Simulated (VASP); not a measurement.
A run of VASP 6.6.1:

INCAR

```
SYSTEM = ZnS
  ALGO = Normal
  EDIFF = 1E-7
  ENCUT = 520
  GGA = PE
  ISIF = 2
  ISMEAR = 0
  LASPH = .True.
  LCHARG = .True.
  LELF = .True.
  LREAL = .False.
  LVHAR = .True.
  LWAVE = .False.
  NBANDS = 16
  NELM = 80
  PREC = Accurate
  SIGMA = 0.018000000000000002
```

File KPOINTS:

```
k-points
0
Gamma
  9 9 9
  0 0 0
```

POSCAR

```
ZnS
1.0
    0.0000000000      2.7020000000      2.7020000000
    2.7020000000      0.0000000000      2.7020000000
    2.7020000000      2.7020000000      0.0000000000
Zn S
1 1
Direct
    0.7500000000      0.7500000000      0.7500000000
    0.0000000000      0.0000000000      0.0000000000
```

Potentials or basis: VASP PAW PBE potentials, release 64 (Zn, S).

Run with:

```sh
$ cat potpaw_PBE.64/Zn/POTCAR potpaw_PBE.64/S/POTCAR > POTCAR
$ mpirun -np 1 vasp_std > vasp.out
```

Hardware: 1 thread of Intel(R) Xeon(R) Platinum 8488C (Sapphire Rapids), with other jobs on the host.

Question: Estimate the wall time of this run.

Answer: Run time: 18 s on 1 thread of Intel(R) Xeon(R) Platinum 8488C (Sapphire Rapids), on a shared host, peak memory 0.16 GiB. Counts: scf iterations 14, k points 35.
